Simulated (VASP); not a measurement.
Pb: single point with LDA

Crystal: Pb.

```
CELL_PARAMETERS angstrom
3.07859 -1.77335 0.00000
3.07859 1.77335 0.00000
-2.14330 0.00000 6.17543
ATOMIC_POSITIONS crystal
Pb 0.90851 0.90851 0.72629
Pb 0.09149 0.09149 0.27371
```

```
Program                : VASP 6.6.1
Task                   : single point
Functional             : LDA
Potentials or basis    : VASP PAW LDA potentials, release 64 (Pb_d)
Cutoff                 : 520 eV
k mesh                 : 9 × 9 × 5
Occupations            : fermi-dirac, width 0.05 eV
Spin                   : no spin polarisation
Dipole correction      : no
Further INCAR settings : ALGO = Fast; EDIFF = 1e-06; NBANDS = 21
```

| Quantity | Value |
| --- | --- |
| Pressure | -4.4 GPa |
| Largest force | 0.232 eV/Å |
| Band gap on the k mesh | zero (bands 14 and 15 overlap by 7.25 eV) |

Forces on the atoms (eV/Å):
```
Pb   0.023  0.000 -0.231
Pb  -0.023  0.000  0.231
```

Stress tensor (GPa, compression positive):
```
-4.28  0.00 -0.01
 0.00 -4.32  0.00
-0.01  0.00 -4.49
```

Levels at points of the mesh, in eV from the Fermi level:
```csv
k point,band 11,band 12,band 13,band 14,band 15,band 16,band 17,band 18
"(0.00, 0.00, 0.00)",-11.20,-8.32,-3.76,5.96,6.12,6.17,6.23,6.33
```

Wall time 64 s on 1 thread of Intel(R) Xeon(R) 6975P-C (Granite Rapids), on a shared host, peak memory 0.25 GiB.

Caveat: the cell stands under tension; spin-orbit coupling is left out, which moves the levels of the heavy elements.
